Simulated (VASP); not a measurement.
# SnO2 (Pnnm) in VASP: notebook, part 2 of 2

VASP 6.6.1. Earlier steps stand in the parts before.

**5. Single point, PBEsol**

This run uses another cell than the first one, of 13.09 Å³/atom, 1.061 times its volume.

INCAR

```
PREC = Accurate
ENCUT = 520
EDIFF = 1E-7
ISMEAR = 0
SIGMA = 0.01
LREAL = False
LASPH = True
NELM = 100
ALGO = Normal
ISIF = 2
LWAVE = False
LCHARG = True
GGA = PS
LELF = True
LVHAR = True
NBANDS = 35
```

KPOINTS

```
Automatic mesh
0
Gamma
  4 4 6
```

POSCAR

```
SnO2
1.0
    4.8510072255      0.0000000000      0.0000000000
    0.0000000000      4.9306212914      0.0000000000
    0.0000000000      0.0000000000      3.2835483118
Sn O
2 4
Direct
    0.5000000000      0.5000000000      0.5000000000
    0.0000000000      0.0000000000      0.0000000000
    0.2918500000      0.3210400000      0.0000000000
    0.7918500000      0.1789600000      0.5000000000
    0.2081400000      0.8210400000      0.5000000000
    0.7081500000      0.6789600000      0.0000000000
```

Potentials or basis: VASP PAW PBE potentials, release 64 (Sn_d, O).

Launch:

```bash
$ cat potpaw_PBE.64/Sn_d/POTCAR potpaw_PBE.64/O/POTCAR > POTCAR
$ mpirun -np 1 vasp_std > vasp.out
```

OUTCAR:

```text
PREC = Accurate
   ENCUT = 520
   EDIFF = 1E-7
   ISMEAR = 0
   LREAL = False
   LASPH = True
   NELM = 100
   ISIF = 2
   GGA = PS

 ion  position               nearest neighbor table
   1  0.500  0.500  0.500-   3 2.12   6 2.12   3 2.12   6 2.12   4 2.12   5 2.12
   2  0.000  0.000  0.000-   5 2.12   5 2.12   4 2.12   4 2.12   3 2.12   6 2.12
   3  0.292  0.321  0.000-   1 2.12   1 2.12   2 2.12
   4  0.792  0.179  0.500-   2 2.12   2 2.12   1 2.12
   5  0.208  0.821  0.500-   2 2.12   2 2.12   1 2.12
   6  0.708  0.679  0.000-   1 2.12   1 2.12   2 2.12

  LATTYP: Found a simple orthorhombic cell.
 ALAT       =     3.2835483118
 B/A-ratio  =     1.4773673980
 C/A-ratio  =     1.5016137493

  Lattice vectors:

 A1 = (   0.0000000000,   0.0000000000,   3.2835483118)
 A2 = (   4.8510072255,   0.0000000000,   0.0000000000)
 A3 = (   0.0000000000,   4.9306212914,   0.0000000000)

Analysis of symmetry for initial positions (statically):
=====================================================================
 Subroutine PRICEL returns:
 Original cell was already a primitive cell.
[... 181 lines left out ...]
 cond. band min:       5.2460863933   @ k =   0.0000   0.0000   0.0000
 fundamental gap:      0.4583101489
 Fermi energy:         4.8289011099

 k-point     1 :       0.0000    0.0000    0.0000
  band No.  band energies     occupation
      1     -15.9383      2.00000
      2     -15.3598      2.00000
      3     -15.2046      2.00000
      4     -15.1770      2.00000
      5     -15.1742      2.00000
      6     -15.1197      2.00000
[... 901 lines left out ...]
     34      16.0110      0.00000
     35      16.6739      0.00000

 [... further k-points ...]

------------------------ aborting loop because EDIFF is reached ----------------------------------------

  FORCE on cell =-STRESS in cart. coord.  units (eV):
  Direction    XX          YY          ZZ          XY          YZ          ZX
  --------------------------------------------------------------------------------------
  -------------------------------------------------------------------------------------
  Total       -5.2457288     -5.3375005     -6.6741168      0.0000540      0.0000000      0.0000000
  in kB     -107.0137141   -108.8858717   -136.1530607      0.0011013      0.0000000      0.0000000
  external PRESSURE =    -117.3508821 kB  Pullay stress =       0.0000000 kB

 VOLUME and BASIS-vectors are now :
 -----------------------------------------------------------------------------
  energy-cutoff  :      520.00
  volume of cell :       78.54
      direct lattice vectors                 reciprocal lattice vectors
     4.851007226  0.000000000  0.000000000     0.206142756  0.000000000  0.000000000
     0.000000000  4.930621291  0.000000000     0.000000000  0.202814197  0.000000000
     0.000000000  0.000000000  3.283548312     0.000000000  0.000000000  0.304548587

 POSITION                                       TOTAL-FORCE (eV/Angst)
 -----------------------------------------------------------------------------------
      2.42550      2.46531      1.64177        -0.000052      0.000082      0.000000
      0.00000      0.00000      0.00000        -0.000196      0.000128      0.000000
      1.41577      1.58293      0.00000         0.209115      0.047537      0.000000
      3.84127      0.88238      1.64177         0.209003     -0.047419      0.000000
      1.00969      4.04824      1.64177        -0.208632      0.047201      0.000000
      3.43524      3.34769      0.00000        -0.209238     -0.047529      0.000000
 -----------------------------------------------------------------------------------
    total drift:                                0.000012      0.000001     -0.000000

  FREE ENERGIE OF THE ION-ELECTRON SYSTEM (eV)
  ---------------------------------------------------
  free  energy   TOTEN  =       -39.4544760230 eV

  energy  without entropy=      -39.4544760230  energy(sigma->0) =      -39.45447602
```

OSZICAR:

```text
N       E                     dE             d eps       ncg     rms          rms(c)
DAV:   1     0.622894451444E+03    0.62289E+03   -0.25669E+04  3062   0.224E+03
DAV:   2     0.543979885196E+02   -0.56850E+03   -0.53706E+03  3032   0.593E+02
DAV:   3    -0.396509534864E+02   -0.94049E+02   -0.92330E+02  3053   0.204E+02
DAV:   4    -0.446363874013E+02   -0.49854E+01   -0.49435E+01  3566   0.506E+01
DAV:   5    -0.447690258528E+02   -0.13264E+00   -0.13244E+00  3436   0.875E+00    0.142E+01
DAV:   6    -0.394856146383E+02    0.52834E+01   -0.15009E+01  4308   0.619E+01    0.582E+00
DAV:   7    -0.395151247732E+02   -0.29510E-01   -0.17293E+00  3208   0.729E+00    0.306E+00
DAV:   8    -0.394649547839E+02    0.50170E-01   -0.21609E-01  3829   0.340E+00    0.704E-01
DAV:   9    -0.394538457521E+02    0.11109E-01   -0.33414E-02  4172   0.251E+00    0.119E-01
DAV:  10    -0.394544404334E+02   -0.59468E-03   -0.42630E-03  3724   0.663E-01    0.523E-02
DAV:  11    -0.394544775885E+02   -0.37155E-04   -0.21540E-04  4555   0.148E-01    0.295E-02
DAV:  12    -0.394544799373E+02   -0.23487E-05   -0.18218E-05  3989   0.343E-02    0.194E-02
DAV:  13    -0.394544766084E+02    0.33289E-05   -0.71068E-06  4301   0.218E-02    0.621E-03
DAV:  14    -0.394544761200E+02    0.48838E-06   -0.97968E-07  3613   0.757E-03    0.868E-04
DAV:  15    -0.394544760230E+02    0.96983E-07   -0.89896E-08  2291   0.294E-03
   1 F= -.39454476E+02 E0= -.39454476E+02  d E =-.265539E-11
```

stdout:

```text
POSCAR found type information on POSCAR SnO
 POSCAR found :  2 types and       6 ions
 scaLAPACK will be used
 -----------------------------------------------------------------------------
|                                                                             |
|                                                                             |
|     You enforced a specific xc type in the INCAR file but a different       |
|     I HOPE YOU KNOW WHAT YOU ARE DOING!                                     |
|                                                                             |
 -----------------------------------------------------------------------------

 LDA part: xc-table for (Slater+PW92), standard interpolation
 POSCAR, INCAR and KPOINTS ok, starting setup
 FFT: planning ... GRIDC
 FFT: planning ... GRID_SOFT
 FFT: planning ... GRID
 WAVECAR not read
 entering main loop
```

Wall time 1.7 min (1 thread of Intel Xeon Platinum 8375C at 2.90GHz (Ice Lake), shared host); peak memory 0.22 GiB.

Results:

* Free energy: -39.4545 eV
* Pressure: -11.7 GPa
* Largest force: 0.215 eV/Å
* Band gap on the k mesh: 0.46 eV, direct

Forces on the atoms (eV/Å):
```
Sn   0.000  0.000  0.000
Sn   0.000  0.000  0.000
O    0.209  0.048  0.000
O    0.209 -0.047  0.000
O   -0.209  0.047  0.000
O   -0.209 -0.048  0.000
```

Levels at points of the mesh, in eV from the valence-band top:
```tsv
k point	band 23	band 24	band 25	band 26	band 27	band 28	band 29	band 30
(0.00, 0.00, 0.00)	-1.09	-0.52	-0.52	0.00	0.46	5.35	5.78	5.93
(0.50, 0.00, 0.00)	-1.06	-1.06	-0.34	-0.34	3.48	3.48	6.37	6.37
(0.00, 0.50, 0.00)	-1.05	-1.05	-0.47	-0.47	3.64	3.64	6.79	6.79
(0.50, 0.50, 0.00)	-1.18	-1.18	-0.62	-0.62	3.95	3.95	6.87	6.87
(0.00, 0.00, 0.50)	-1.29	-1.29	-0.93	-0.93	5.21	5.21	9.04	9.04
(0.50, 0.00, 0.50)	-0.70	-0.70	-0.67	-0.67	5.50	5.50	7.39	7.39
(0.00, 0.50, 0.50)	-0.90	-0.90	-0.56	-0.56	5.41	5.41	7.17	7.17
(0.50, 0.50, 0.50)	-0.73	-0.73	-0.55	-0.55	4.03	4.03	8.38	8.38
```

Caveat: the PAW data sets were made with another functional, which shifts forces and pressure a little; spin-orbit coupling is left out, which moves the levels of the heavy elements.

**6. Single point, PBEsol**

This run uses another cell than the first one, of 13.34 Å³/atom, 1.082 times its volume.

INCAR

```
SYSTEM = SnO2
PREC = Accurate
ENCUT = 520
EDIFF = 1E-6
ISMEAR = 0
SIGMA = 0.01
LREAL = .False.
LASPH = .True.
NELM = 100
ALGO = Normal
ISIF = 2
LWAVE = .False.
LCHARG = .False.
GGA = PS
NBANDS = 35
```

KPOINTS

```
regular mesh
0
Gamma
  4 4 6
  0 0 0
```

Edit POSCAR of step 5 so:

```diff
@@ -2,5 +2,5 @@
 1.0
-    4.8510072255      0.0000000000      0.0000000000
-    0.0000000000      4.9306212914      0.0000000000
-    0.0000000000      0.0000000000      3.2835483118
+    4.8819061938      0.0000000000      0.0000000000
+    0.0000000000      4.9620273693      0.0000000000
+    0.0000000000      0.0000000000      3.3044631962
 Sn O
```

Potentials or basis: VASP PAW PBE potentials, release 64 (Sn_d, O).

Launch:

```bash
$ cat potpaw_PBE.64/Sn_d/POTCAR potpaw_PBE.64/O/POTCAR > POTCAR
$ mpirun -np 1 vasp_std > vasp.out
```

Run time: 1.9 min. Hardware: 1 thread of Intel Xeon Platinum 8375C at 2.90GHz (Ice Lake), shared host; peak memory 0.23 GiB.

Results (log left out):

```yaml
Free_energy: -39.3342 eV
Pressure: -14.2 GPa
Largest_force: 0.266 eV/Å
Band_gap_on_the_k_mesh: 0.38 eV, indirect (least direct gap 0.42 eV)
```

Forces on the atoms (eV/Å):
```
Sn   0.000  0.000  0.000
Sn   0.000  0.000  0.000
O    0.255  0.075  0.000
O    0.255 -0.075  0.000
O   -0.255  0.075  0.000
O   -0.255 -0.075  0.000
```

Stress tensor (GPa, compression positive):
```
-12.90   0.00   0.00
  0.00 -13.07   0.00
  0.00   0.00 -16.57
```

Levels at points of the mesh, in eV from the valence-band top:
| k point | band 24 | band 25 | band 26 | band 27 | band 28 | band 29 |
| --- | --- | --- | --- | --- | --- | --- |
| (0.00, 0.00, 0.00) | -0.48 | -0.48 | -0.04 | 0.38 | 5.21 | 5.72 |
| (0.50, 0.00, 0.00) | -1.03 | -0.30 | -0.30 | 3.33 | 3.33 | 6.31 |
| (0.00, 0.50, 0.00) | -1.02 | -0.43 | -0.43 | 3.49 | 3.49 | 6.72 |
| (0.50, 0.50, 0.00) | -1.15 | -0.57 | -0.57 | 3.79 | 3.79 | 6.77 |
| (0.00, 0.00, 0.50) | -1.22 | -0.87 | -0.87 | 5.04 | 5.04 | 8.93 |
| (0.50, 0.00, 0.50) | -0.65 | -0.64 | -0.64 | 5.32 | 5.32 | 7.27 |
| (0.00, 0.50, 0.50) | -0.84 | -0.54 | -0.54 | 5.23 | 5.23 | 7.05 |
| (0.50, 0.50, 0.50) | -0.68 | -0.50 | -0.50 | 3.89 | 3.89 | 8.31 |

Caveat: the PAW data sets were made with another functional, which shifts forces and pressure a little; spin-orbit coupling is left out, which moves the levels of the heavy elements. A k mesh can miss the band edges.

**7. Summary**

| cell | gap on the mesh (eV) | pressure (GPa) | largest force (eV/Å) |
| --- | --- | --- | --- |
| a = 4.756, b = 4.834, c = 3.219 Å, 6 atoms | 0.90 | -2.1 | 0.07 |
| a = 4.788, b = 4.867, c = 3.241 Å, 6 atoms | 0.72 | -5.8 | 0.10 |
| a = 4.820, b = 4.899, c = 3.262 Å, 6 atoms | 0.56 | -9.0 | 0.16 |
| a = 4.851, b = 4.931, c = 3.284 Å, 6 atoms | 0.46 | -11.7 | 0.21 |
| a = 4.882, b = 4.962, c = 3.304 Å, 6 atoms | 0.38 | -14.2 | 0.27 |

Alike in all rows: task single point; level PBEsol; potentials or basis VASP PAW PBE potentials, release 64 (Sn_d, O); no spin polarisation; k mesh 4 × 4 × 6; cutoff (eV) 520; smearing gaussian 0.01 eV.

Caveats: the PAW data sets were made with another functional, which shifts forces and pressure a little; spin-orbit coupling is left out, which moves the levels of the heavy elements.

Absolute energies hang on the potentials; compare differences alone.
